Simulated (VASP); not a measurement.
LiGeN, 6 atoms in the cell. It takes space group P6_3mc (No. 186, hexagonal). Conventional cell: a = 2.987 Å, b = 2.987 Å, c = 9.007 Å, α = 90.00°, β = 90.00°, γ = 120.00°. Within 3.0 Å of Li (site symmetry 3m) lie 3 N at 2.15 Å and 6 Ge at 2.83 to 2.84 Å and 6 Li at 2.99 Å. Ge (site symmetry 3m) has 3 N at 1.97 Å within 2.6 Å. Within 2.6 Å of N (site symmetry 3m) lie 3 Ge at 1.97 Å and 3 Li at 2.15 Å.  This cell differs from its parent crystal: uniaxial z strain -3.7%.

| Quantity | Value |
| --- | --- |
| Program | VASP 6.6.1 |
| Task | single point |
| Functional | r2SCAN |
| Potentials or basis | VASP PAW PBE potentials, release 64 (Li_sv, Ge_d, N) |
| Cutoff | 520 eV |
| k mesh | 12 × 12 × 4 |
| Occupations | gaussian, width 0.01 eV |
| Spin | no spin polarisation |
| Dipole correction | no |
| Further INCAR settings | ALGO = Normal; EDIFF = 1e-06; NBANDS = 31 |

Potentials or basis: VASP PAW PBE potentials, release 64 (Li_sv, Ge_d, N).

Run with:

```bash
$ cat potpaw_PBE.64/Li_sv/POTCAR potpaw_PBE.64/Ge_d/POTCAR potpaw_PBE.64/N/POTCAR > POTCAR
$ cp INCAR.step1 INCAR
$ mpirun -np 1 vasp_std > vasp.out
$ cp INCAR.step2 INCAR
$ mpirun -np 1 vasp_std > vasp.out
```

Hardware: 1 thread of Intel(R) Xeon(R) 6975P-C (Granite Rapids), with other jobs on the host.

Question: How long does it take, and how much memory?

Answer: Wall time 4.9 min on 1 thread of Intel(R) Xeon(R) 6975P-C (Granite Rapids) (shared host), peak memory 0.27 GiB. Counts: k points 57.
